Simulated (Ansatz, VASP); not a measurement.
**Two plane-wave programs on Al**

File INCAR:

```
SYSTEM = Al
  ALGO = Normal
  DIPOL = 0.5 0.5 0.500
  EDIFF = 1E-6
  ENCUT = 400
  GGA_COMPAT = .FALSE.
  IDIPOL = 3
  ISIF = 2
  ISMEAR = -1
  LASPH = .TRUE.
  LCHARG = .FALSE.
  LDIPOL = .TRUE.
  LREAL = .FALSE.
  LWAVE = .FALSE.
  NBANDS = 16
  NELM = 120
  NELMDL = -8
  PREC = Accurate
  SIGMA = 0.05
```

Contents of KPOINTS:

```
k-points
0
G
  13 9 1
  0 0 0
```

File POSCAR:

```
Al
1.0
    2.8168008949      0.0000000000      0.0000000000
    0.0000000000      3.9835580280      0.0000000000
    0.0000000000      0.0000000000     21.6336000000
Al
5
Direct
    0.0000000000      0.0000000000      0.3697950923
    0.5000000000      0.5000000000      0.4348975459
    0.0000000000      0.0000000000      0.5000000000
    0.5000000000      0.5000000000      0.5651024541
    0.0000000000      0.0000000000      0.6302049077
```

Input for Ansatz:

```yaml
crystal:
  lattice:
    - [2.8168008949, 0.0, 0.0]
    - [0.0, 3.983558028, 0.0]
    - [0.0, 0.0, 21.6336]
  atoms:
    - { symbol: Al, position: [0.0, 0.0, 0.3697950923] }
    - { symbol: Al, position: [0.5, 0.5, 0.4348975459] }
    - { symbol: Al, position: [0.0, 0.0, 0.5] }
    - { symbol: Al, position: [0.5, 0.5, 0.5651024541] }
    - { symbol: Al, position: [0.0, 0.0, 0.6302049077] }
kpoints:
  mp_grid: { grid: [13, 9, 1] }
scf:
  occupations: { method: fermi_dirac, width: 0.05 }
hamiltonian:
  xc: lda
  pseudopotentials: { kind: paw }
output:
  forces: true
  stress: true
  eigenvalues: true
  populations: true
efield:
  axis: 3
  amplitude: 0
  dipole_correction: true
```

Alike in both runs: task single point; functional LDA; k mesh 13 × 9 × 1; occupations fermi-dirac, width 0.05 eV; no spin polarisation.

|  | VASP | Ansatz |
| --- | --- | --- |
| version | VASP 6.6.1 | Ansatz 0.2.0 |
| potentials or method | VASP PAW LDA potentials, release 64 (Al) | PAW with Ansatz's default frozen-core files, scalar-relativistic |
| plane-wave cutoff (eV) | 400 | 420 |
| valence electrons in the cell | 15 | 15 |

Ansatz gave:

```
rms of the force components (eV/Å) : 0.125
```

Estimate VASP's values.

rms of the force components (eV/Å): 0.124.

LDA's correlation is that of Perdew and Zunger in VASP and of Perdew and Wang (1992) in Ansatz. Atom by atom the forces differ by 0.002 eV/Å (rms over components).
